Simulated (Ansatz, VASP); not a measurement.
Mo in VASP and in Ansatz

Contents of INCAR:

```
SYSTEM = Mo
ALGO     = Normal         ! electronic algorithm
EDIFF    = 1E-7           ! SCF threshold, eV
ENCUT    = 520            ! plane-wave cutoff, eV
ISIF     = 2              ! what is computed and relaxed
ISMEAR   = 0              ! smearing method
LASPH    = .True.         ! aspherical terms in the spheres
LCHARG   = .False.        ! write CHGCAR
LREAL    = .False.        ! projectors in reciprocal space
LWAVE    = .False.        ! write WAVECAR
NBANDS   = 13             ! bands
NELM     = 80             ! most SCF steps
PREC     = Accurate       ! precision mode
SIGMA    = 0.15           ! smearing width, eV
```

The input KPOINTS:

```
k-points
0
Gamma
  18 18 18
  0 0 0
```

POSCAR

```
Mo
1.0
    2.5303471174      0.0000000000      0.0000000000
   -1.2651735587      2.1913448841      0.0000000000
    0.0000000000      0.0000000000      2.5551807000
Mo
1
Direct
    0.0000000000      0.0000000000      0.5000000000
```

Input for Ansatz:

```yaml
crystal:
  lattice:
    - [2.5303471174, 0.0, 0.0]
    - [-1.2651735587, 2.1913448841, 0.0]
    - [0.0, 0.0, 2.5551807]
  atoms:
    - { symbol: Mo, position: [0.0, 0.0, 0.5] }
basis:
  ecutwfc: 420
kpoints:
  mp_grid: { grid: [18, 18, 18] }
hamiltonian:
  xc: lda
scf:
  occupations: { method: gaussian, width: 0.15 }
output:
  forces: true
  stress: true
  eigenvalues: true
  write_density: true
  write_potential: true
  elf: true
  volumetric_format: npy
```

Change from the starting cell: strain -0.0750 x Voigt [1, 1, 0, 0, 0, 0], atoms carried along.

Alike in both runs: task single point; functional LDA; k mesh 18 × 18 × 18; occupations gaussian, width 0.15 eV; no spin polarisation.

|  | VASP | Ansatz |
| --- | --- | --- |
| version | VASP 6.6.1 | Ansatz 0.2.0 |
| potentials or method | VASP PAW LDA potentials, release 64 (Mo_sv), cutoff 520 eV | scalar-relativistic, plane waves, PAW |
| valence electrons in the cell | 14 | 14 |

```csv
,VASP,Ansatz,Ansatz less VASP
gap on the k mesh at the Fermi level (eV),none,none,-
pressure (GPa),40.4,38.8,-1.62
"traceless stress, the component that is largest in VASP (GPa)",-30.44,-30.25,+0.188
```

LDA's correlation is that of Perdew and Zunger in VASP and of Perdew and Wang (1992) in Ansatz. A gap of «none» marks a metal or a gap that the smearing closes. Both programs put the cell under a high pressure, so it lies far from rest at this level.
